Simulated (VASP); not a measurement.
# WC: single point with LDA

WC:

```
CELL_PARAMETERS angstrom
0.00000 2.16305 2.16305
2.16305 0.00000 2.16305
2.16305 2.16305 0.00000
ATOMIC_POSITIONS crystal
W 0.00000 0.00000 0.00000
C 0.50000 0.50000 0.50000
```

```
Program                : VASP 6.6.1
Task                   : single point
Functional             : LDA
Potentials or basis    : VASP PAW LDA potentials, release 64 (W_sv, C_h)
Cutoff                 : 910 eV
k mesh                 : 10 × 10 × 10
Occupations            : fermi-dirac, width 0.05 eV
Spin                   : no spin polarisation
Dipole correction      : no
Second run             : hard_potentials
Further INCAR settings : ALGO = Normal; EDIFF = 1e-06; NBANDS = 16
```

The pressure is 1.1 GPa and the band gap on the k mesh is zero (band 9 reaches 14.35 eV, above the bottom of band 10 at 10.99 eV).

Levels at points of the mesh, in eV from the Fermi level:
```csv
k point,band 6,band 7,band 8,band 9,band 10,band 11,band 12,band 13
"(0.00, 0.00, 0.00)",-2.96,-2.96,-2.96,-1.15,-1.15,-1.15,-1.06,-1.06
"(0.50, 0.00, 0.00)",-10.14,-6.90,-6.90,1.06,1.06,2.44,5.05,9.15
"(0.50, 0.50, 0.00)",-6.13,-5.63,-2.55,-2.55,0.87,2.37,2.37,5.82
```

It took 28 s on 1 thread of Intel(R) Xeon(R) Platinum 8488C (Sapphire Rapids) (shared host), peak memory 0.18 GiB.

Caveat: the cutoff is under 1.25 times the usual one of these potentials, so pressure, stress and relaxed cells hold a basis-set (Pulay) error; spin-orbit coupling is left out, which moves the levels of the heavy elements.
